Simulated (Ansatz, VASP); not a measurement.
One calculation of Ru, two programs

INCAR

```
ALGO = Fast
EDIFF = 1E-6
ENCUT = 520
GGA = PS
ISIF = 2
ISMEAR = 0
LASPH = True
LCHARG = False
LREAL = False
LWAVE = False
NBANDS = 21
NELM = 100
PREC = Accurate
SIGMA = 0.15
```

File KPOINTS:

```
k-points
0
Gamma
  21 21 12
```

POSCAR

```
Ru
1.0
    2.6885710940      0.0000000000      0.0000000000
   -1.3442855470      2.3283708673      0.0000000000
    0.0000000000      0.0000000000      4.4600705879
Ru
2
Direct
    0.3333333333      0.6666666667      0.2500000000
    0.6666666667      0.3333333333      0.7500000000
```

Input for Ansatz:

```yaml
crystal:
  lattice:
    - [2.688571094, 0.0, 0.0]
    - [-1.344285547, 2.3283708673, 0.0]
    - [0.0, 0.0, 4.4600705879]
  atoms:
    - { symbol: Ru, position: [0.3333333333, 0.6666666667, 0.25] }
    - { symbol: Ru, position: [0.6666666667, 0.3333333333, 0.75] }
basis:
  ecutwfc: 420
kpoints:
  mp_grid: { grid: [21, 21, 12] }
hamiltonian:
  xc: pbesol
  pseudopotentials: { kind: paw, azcp: { folder: soft_1 } }
scf:
  occupations: { method: gaussian, width: 0.15 }
output:
  forces: true
  stress: true
  eigenvalues: true
```

Alike in both runs: task single point; functional PBEsol; k mesh 21 × 21 × 12; occupations gaussian, width 0.15 eV; no spin polarisation.

|  | VASP | Ansatz |
| --- | --- | --- |
| version | VASP 6.6.1 | Ansatz 0.2.0 |
| potentials or method | VASP PAW PBE potentials, release 64 (Ru_pv), cutoff 520 eV | scalar-relativistic, plane waves, PAW |
| valence electrons in the cell | 28 | 32 |

|  | VASP | Ansatz | Ansatz less VASP |
| --- | --- | --- | --- |
| gap on the k mesh at the Fermi level (eV) | none | none | - |
| pressure (GPa) | -14.3 | -14.2 | +0.10 |
| traceless stress, the component that is largest in VASP (GPa) | -14.36 | -14.38 | -0.024 |

VASP's potentials were made for PBE, not for PBEsol, and Ansatz warns of the same on its side. A gap of «none» marks a metal or a gap that the smearing closes. VASP's potentials hold 28 valence electrons a cell and Ansatz's 32, so a difference there can come from the potentials and not from the codes.
